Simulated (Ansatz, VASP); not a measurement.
# One calculation of Zn, two programs

The input INCAR:

```
PREC = Accurate
ENCUT = 600
EDIFF = 1E-7
ISMEAR = -1
SIGMA = 0.05
LREAL = False
LASPH = True
NELM = 100
ALGO = Fast
ISIF = 3
LWAVE = False
LCHARG = False
GGA = PS
IVDW = 12
IBRION = 2
NSW = 60
EDIFFG = -0.01
```

File KPOINTS:

```
regular mesh
0
Gamma
  12 12 12
```

Contents of POSCAR:

```
Zn
1.0
    0.0000000000      1.9647760000      1.9647760000
    1.9647760000      0.0000000000      1.9647760000
    1.9647760000      1.9647760000      0.0000000000
Zn
1
Direct
    0.0000000000      0.0000000000      0.0000000000
```

File input.yaml:

```yaml
crystal:
  lattice:
    - [0.0, 1.964776, 1.964776]
    - [1.964776, 0.0, 1.964776]
    - [1.964776, 1.964776, 0.0]
  atoms:
    - { symbol: Zn, position: [0.0, 0.0, 0.0] }
hamiltonian:
  xc: pbesol
  pseudopotentials: { kind: paw }
  dispersion: d3bj
kpoints:
  mp_grid: { grid: [12, 12, 12] }
scf:
  occupations: { method: fermi_dirac, width: 0.05 }
output:
  forces: true
  stress: true
  eigenvalues: true
relax:
  f_tol: 0.01
  max_steps: 40
  cell: { stress_tol: 0.05 }
```

Alike in both runs: task relaxation of cell and atoms; functional PBEsol; dispersion D3(BJ); k mesh 12 × 12 × 12; occupations fermi-dirac, width 0.05 eV; no spin polarisation.

```csv
,VASP,Ansatz
version,VASP 6.6.1,Ansatz 0.2.0
potentials or method,"VASP PAW PBE potentials, release 64 (Zn)",Ansatz PAW
plane-wave cutoff (eV),600,420
valence electrons in the cell,12,12
```

|  | VASP | Ansatz | Ansatz less VASP |
| --- | --- | --- | --- |
| gap on the k mesh at the Fermi level, each at its own relaxed structure (eV) | none | none | - |
| relaxed volume (Å³/atom) | 13.47 | 13.41 | -0.061 |
| relaxed cell length with the largest relative difference (Å) | 2.671 | 2.667 | -0.0040 |

VASP's potentials were made for PBE, not for PBEsol. A gap of «none» marks a metal or a gap that the smearing closes.

Noted on Ansatz's run: the plane-wave basis is chosen anew once the cell has moved, so the energies of steps on either side of that aren't comparable.
